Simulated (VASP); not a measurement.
# AlNi (P4/mmm) in VASP: single point with PBE

Aim: the single point of AlNi with PBE.

Everything below comes from runs of VASP 6.6.1. Logs are shortened: lines on timing, memory, paths and dates and some standing lists are left out, and cuts for length are marked.

## Step 1: The cell of the first run

The structure is tetragonal, space group P4/mmm (No. 123). The conventional cell has a = 2.651 Å, b = 2.651 Å, c = 3.111 Å, α = 90.00°, β = 90.00°, γ = 90.00°. Within 3.2 Å of Al (site symmetry 4/mmm) lie 8 Ni at 2.44 Å and 6 Al at 2.65 to 3.11 Å. Within 3.2 Å of Ni (site symmetry 4/mmm) lie 8 Al at 2.44 Å and 6 Ni at 2.65 to 3.11 Å.

## Step 2: Single point, PBE (strain -0.080 along x and y, +0.080 along z)

INCAR

```
SYSTEM = AlNi
ALGO = Fast
EDIFF = 1E-6
ENCUT = 520
GGA = PE
ISIF = 2
ISMEAR = 0
LASPH = .True.
LCHARG = .True.
LELF = .True.
LREAL = .False.
LVHAR = .True.
LWAVE = .False.
NBANDS = 14
NELM = 100
PREC = Accurate
SIGMA = 0.15
```

KPOINTS

```
k-points
0
Gamma
  16 16 16
  0 0 0
```

POSCAR

```
AlNi
1.0
    2.6505200000      0.0000000000      0.0000000000
    0.0000000000      2.6505200000      0.0000000000
    0.0000000000      0.0000000000      3.1114800000
Al Ni
1 1
Direct
    0.0000000000      0.0000000000      0.0000000000
    0.5000000000      0.5000000000      0.5000000000
```

Potentials or basis: VASP PAW PBE potentials, release 64 (Al, Ni).

Started as:

```bash
> cat potpaw_PBE.64/Al/POTCAR potpaw_PBE.64/Ni/POTCAR > POTCAR
> mpirun -np 1 vasp_std > vasp.out
```

OUTCAR:

```text
SYSTEM = AlNi
   EDIFF = 1E-6
   ENCUT = 520
   GGA = PE
   ISIF = 2
   ISMEAR = 0
   LASPH = .True.
   LREAL = .False.
   NELM = 100
   PREC = Accurate

 ion  position               nearest neighbor table
   1  0.000  0.000  0.000-   2 2.44   2 2.44   2 2.44   2 2.44   2 2.44   2 2.44   2 2.44   2 2.44

   2  0.500  0.500  0.500-   1 2.44   1 2.44   1 2.44   1 2.44   1 2.44   1 2.44   1 2.44   1 2.44

  LATTYP: Found a simple tetragonal cell.
 ALAT       =     2.6505200000
 C/A-ratio  =     1.1739130435

  Lattice vectors:

 A1 = (   2.6505200000,   0.0000000000,   0.0000000000)
 A2 = (   0.0000000000,   2.6505200000,   0.0000000000)
 A3 = (   0.0000000000,   0.0000000000,   3.1114800000)

Analysis of symmetry for initial positions (statically):
=====================================================================
 Subroutine PRICEL returns:
 Original cell was already a primitive cell.

 Routine SETGRP: Setting up the symmetry group for a
 simple tetragonal supercell.

 Subroutine GETGRP returns: Found 16 space group operations
 (whereof 16 operations were pure point group operations)
 out of a pool of 16 trial point group operations.

The static configuration has the point symmetry D_4h.

Analysis of symmetry for dynamics (positions and initial velocities):
=====================================================================
 Subroutine PRICEL returns:
 Original cell was already a primitive cell.

 Routine SETGRP: Setting up the symmetry group for a
 simple tetragonal supercell.

 Subroutine GETGRP returns: Found 16 space group operations
 (whereof 16 operations were pure point group operations)
 out of a pool of 16 trial point group operations.

The dynamic configuration has the point symmetry D_4h.

 Subroutine INISYM returns: Found 16 space group operations
 (whereof 16 operations are pure point group operations),
 and found     1 'primitive' translations

----------------------------------------------------------------------------------------

                                     Primitive cell

  volume of cell :      21.8589

  direct lattice vectors                    reciprocal lattice vectors
     2.650520000  0.000000000  0.000000000     0.377284457  0.000000000  0.000000000
     0.000000000  2.650520000  0.000000000     0.000000000  0.377284457  0.000000000
     0.000000000  0.000000000  3.111480000     0.000000000  0.000000000  0.321390464

  length of vectors
     2.650520000  2.650520000  3.111480000     0.377284457  0.377284457  0.321390464

  position of ions in fractional coordinates (direct lattice)
     0.000000000  0.000000000  0.000000000
     0.500000000  0.500000000  0.500000000

  ion indices of the primitive-cell ions
   primitive index   ion index
                 1           1
                 2           2

----------------------------------------------------------------------------------------

 KPOINTS: k-points

Automatic generation of k-mesh.
 Grid dimensions read from file:
 generate k-points for:   16   16   16

 Generating k-lattice:

  Cartesian coordinates                     Fractional coordinates (reciprocal lattice)
     0.023580279  0.000000000  0.000000000     0.062500000  0.000000000  0.000000000
     0.000000000  0.023580279  0.000000000     0.000000000  0.062500000  0.000000000
     0.000000000  0.000000000  0.020086904     0.000000000  0.000000000  0.062500000

  Length of vectors
     0.023580279  0.023580279  0.020086904

  Shift w.r.t. Gamma in fractional coordinates (k-lattice)
     0.000000000  0.000000000  0.000000000

 Subroutine IBZKPT returns following result:
 ===========================================

 Found    405 irreducible k-points:

 Following reciprocal coordinates:
            Coordinates               Weight
  0.000000  0.000000  0.000000      1.000000
  0.062500  0.000000  0.000000      4.000000
  0.125000  0.000000  0.000000      4.000000
  0.187500  0.000000  0.000000      4.000000
  0.250000  0.000000  0.000000      4.000000
  0.312500  0.000000  0.000000      4.000000
[... 16 lines left out ...]
  0.437500  0.125000  0.000000      8.000000
  0.500000  0.125000  0.000000      4.000000
 [... further k-points ...]
   k-points           NKPTS =    405   k-points in BZ     NKDIM =    405   number of bands    NBANDS=     14
   number of dos      NEDOS =    301   number of ions     NIONS =      2
   total plane-waves  NPLWV =   9600
   dimension x,y,z NGX =    20 NGY =   20 NGZ =   24
   dimension x,y,z NGXF=    40 NGYF=   40 NGZF=   48
   ions per type =               1   1
   NGX,Y,Z   is equivalent  to a cutoff of  12.54, 12.54, 12.82 a.u.
   NGXF,Y,Z  is equivalent  to a cutoff of  25.09, 25.09, 25.65 a.u.
 SYSTEM =  AlNi
   PREC   = accura    normal or accurate (medium, high low for compatibility)
   ISTART =      0    job   : 0-new  1-cont  2-samecut
   ICHARG =      2    charge: 1-file 2-atom 10-const
   ISPIN  =      1    spin polarized calculation?
   LNONCOLLINEAR =      F non collinear calculations
   LSORBIT =      F    spin-orbit coupling
   LASPH  =      T    aspherical Exc in radial PAW
   ENCUT  =  520.0 eV  38.22 Ry    6.18 a.u.   4.93  4.93  5.79*2*pi/ulx,y,z
   NELM   =    100;   NELMIN=  2; NELMDL= -5     # of ELM steps
   EDIFF  = 0.1E-05   stopping-criterion for ELM
   LREAL  =      F    real-space projection
   EDIFFG = 0.1E-04   stopping-criterion for IOM
   NSW    =      0    number of steps for IOM
   IBRION =     -1    ionic relax: 0-MD 1-quasi-New 2-CG
   NFREE  =      0    steps in history (QN), initial steepest desc. (CG)
   ISIF   =      2    stress and relaxation
   ISYM   =      2    0-nonsym 1-usesym 2-fastsym
   POTIM  = 0.5000    time-step for ionic-motion
   TEBEG  =    0.0;   TEEND  =   0.0 temperature during run
   PSTRESS=    0.0 pullay stress
   NELECT =      13.0000    total number of electrons
   NUPDOWN=      -1.0000    fix difference up-down
   EMIN   =  10.00;   EMAX   =-10.00  energy-range for DOS
   EFERMI =   0.00;   METHOD = LEGACY
   ISMEAR =     0;   SIGMA  =   0.15  broadening in eV -4-tet -1-fermi 0-gaus
   EFERMI_NEDOS =   21; number of points for ismear=-14 and -15
   IALGO  =     68    algorithm
   IMIX   =      4    mixing-type and parameters
     AMIX     =   0.40;   BMIX     =  1.00
     AMIX_MAG =   1.60;   BMIX_MAG =  1.00
  volume/ion in A,a.u.               =      10.93        73.76
  Fermi-wavevector in a.u.,A,eV,Ry     =   1.376722  2.601627 25.787982  1.895363
  Thomas-Fermi vector in A             =   2.501941
   LORBIT       =      0    0 simple, 1 ext, 2 COOP (PROOUT), +10 PAW based schemes
   GGA     = PE    functional components
   LHFCALC =     F    Hartree Fock is set to
   AEXX    =    0.0000 exact exchange contribution
   IVDW    =     0    specifies the selected vdW correction
   LEPSILON=     F    determine dielectric tensor
   LRPA    =     F    only Hartree local field effects (RPA)
 non-spin polarized calculation
 RMM-DIIS sequential band-by-band and
 Gauss-broadening in eV      SIGMA  =   0.15
  energy-cutoff  :      520.00
  volume of cell :       21.86
 maximum number of plane-waves:       608
 NGX is ok and might be reduce to    20
   NGX =  9   NGY =  9   NGZ = 11

 number of electron      12.9999992 magnetization

 Free energy of the ion-electron system (eV)
  ---------------------------------------------------
  ext. energy  EPLUGINS =         0.00000000
  ---------------------------------------------------
  free energy    TOTEN  =       -10.32449734 eV

  energy without entropy =      -10.31551688  energy(sigma->0) =      -10.32000711

 E-fermi :  11.2759     XC(G=0): -12.4884

 val. band max:       11.2737591498   @ k =   0.5000   0.3750   0.3125
 cond. band min:      11.2902385161   @ k =   0.3750   0.3750   0.0625
 fundamental gap:      0.0164793662
 Fermi energy:        11.2759257578

 k-point     1 :       0.0000    0.0000    0.0000
  band No.  band energies     occupation
      1      -0.5714      2.00000
      2       7.4011      2.00000
      3       7.6409      2.00000
      4       9.4417      2.00000
      5       9.4417      2.00000
      6       9.8540      2.00000
      7      13.5087      0.00000
      8      18.1927      0.00000
      9      19.3004      0.00000
     10      19.3004      0.00000
     11      20.2956      0.00000
     12      27.5310      0.00000
     13      32.3733      0.00000
     14      32.3737      0.00000

 k-point     2 :       0.0625    0.0000    0.0000
  band No.  band energies     occupation
      1      -0.4864      2.00000
      2       7.4290      2.00000
      3       7.6529      2.00000
      4       9.3634      2.00000
      5       9.4473      2.00000
      6       9.8193      2.00000
      7      13.6534      0.00000
      8      17.7661      0.00000
      9      18.4643      0.00000
     10      19.4009      0.00000
     11      21.3708      0.00000
     12      27.9171      0.00000
     13      31.0246      0.00000
     14      32.3888      0.00000

 k-point     3 :       0.1250    0.0000    0.0000
  band No.  band energies     occupation
      1      -0.2326      2.00000
      2       7.5053      2.00000
      3       7.6798      2.00000
      4       9.1608      2.00000
      5       9.4632      2.00000
      6       9.7228      2.00000
      7      14.0558      0.00000
      8      16.1539      0.00000
      9      18.4068      0.00000
     10      19.6956      0.00000
     11      22.5009      0.00000
     12      29.0488      0.00000
     13      29.1615      0.00000
     14      32.3536      0.00000
[... 324 lines left out ...]
 k-point    23 :       0.4375    0.1250    0.0000
  band No.  band energies     occupation
      1       3.6123      2.00000
      2       5.6964      2.00000
      3       8.1615      2.00000
      4       8.2485      2.00000
      5       9.0150      2.00000
      6       9.3852      2.00000
      7      11.0870      1.92507
      8      18.5715      0.00000
      9      18.7847      0.00000
     10      21.0753      0.00000
     11      21.5618      0.00000
     12      23.6057      0.00000
     13      25.0298      0.00000
     14      30.0644      0.00000

 k-point    24 :       0.5000    0.1250    0.0000
  band No.  band energies     occupation
      1       4.5134      2.00000
      2       4.7921      2.00000
      3       8.1244      2.00000
      4       8.2864      2.00000
      5       8.9865      2.00000
      6       9.3923      2.00000
      7      10.9930      1.99235
      8      18.9385      0.00000
      9      19.1572      0.00000
     10      20.8711      0.00000
     11      21.3148      0.00000
     12      23.3424      0.00000
     13      24.6234      0.00000
     14      30.3660      0.00000

 [... further k-points ...]
[... 5 lines left out ...]
  --------------------------------------------------------------------------------------
  -------------------------------------------------------------------------------------
  Total        3.3730306      3.3730306      2.0112795      0.0000000     -0.0000000      0.0000000
  in kB      247.2302931    247.2302931    147.4191219      0.0000000     -0.0000000      0.0000000
  external PRESSURE =     213.9599027 kB  Pullay stress =       0.0000000 kB

 VOLUME and BASIS-vectors are now :
 -----------------------------------------------------------------------------
  energy-cutoff  :      520.00
  volume of cell :       21.86
      direct lattice vectors                 reciprocal lattice vectors
     2.650520000  0.000000000  0.000000000     0.377284457  0.000000000  0.000000000
     0.000000000  2.650520000  0.000000000     0.000000000  0.377284457  0.000000000
     0.000000000  0.000000000  3.111480000     0.000000000  0.000000000  0.321390464

 POSITION                                       TOTAL-FORCE (eV/Angst)
 -----------------------------------------------------------------------------------
      0.00000      0.00000      0.00000         0.000000      0.000000      0.000000
      1.32526      1.32526      1.55574         0.000000      0.000000      0.000000
 -----------------------------------------------------------------------------------
    total drift:                               -0.000000      0.000000      0.000000

  FREE ENERGIE OF THE ION-ELECTRON SYSTEM (eV)
  ---------------------------------------------------
  free  energy   TOTEN  =       -10.3244973394 eV

  energy  without entropy=      -10.3155168803  energy(sigma->0) =      -10.32000711
```

It took 41 s on 1 thread of Intel Xeon 6975P-C (Granite Rapids), shared host; peak memory 0.23 GiB.

What came out:

```yaml
Free_energy: -10.3245 eV
Pressure: 21.4 GPa
```

Stress tensor (GPa, compression positive):
```
24.72  0.00  0.00
 0.00 24.72  0.00
 0.00  0.00 14.74
```

Levels at points of the mesh, in eV from the Fermi level:
| k point | band 5 | band 6 | band 7 | band 8 | band 9 | band 10 |
| --- | --- | --- | --- | --- | --- | --- |
| (0.00, 0.00, 0.00) | -1.83 | -1.42 | 2.23 | 6.92 | 8.02 | 8.02 |
| (0.50, 0.00, 0.00) | -2.22 | -1.69 | -0.27 | 7.31 | 7.77 | 9.48 |
| (0.50, 0.50, 0.00) | -2.33 | -2.33 | -0.86 | 2.61 | 3.95 | 10.97 |
| (0.00, 0.00, 0.50) | -2.22 | -1.59 | -1.39 | 8.56 | 12.10 | 12.10 |
| (0.50, 0.00, 0.50) | -2.17 | -2.03 | -1.47 | 1.44 | 2.33 | 15.00 |
| (0.50, 0.50, 0.50) | -0.85 | 1.72 | 2.20 | 2.20 | 4.23 | 4.23 |

Caveat: the cell differs from its parent crystal (strain -0.080 along x and y, +0.080 along z). Spin polarisation is off, so any magnetic state and its effect on volume and gap are missing.
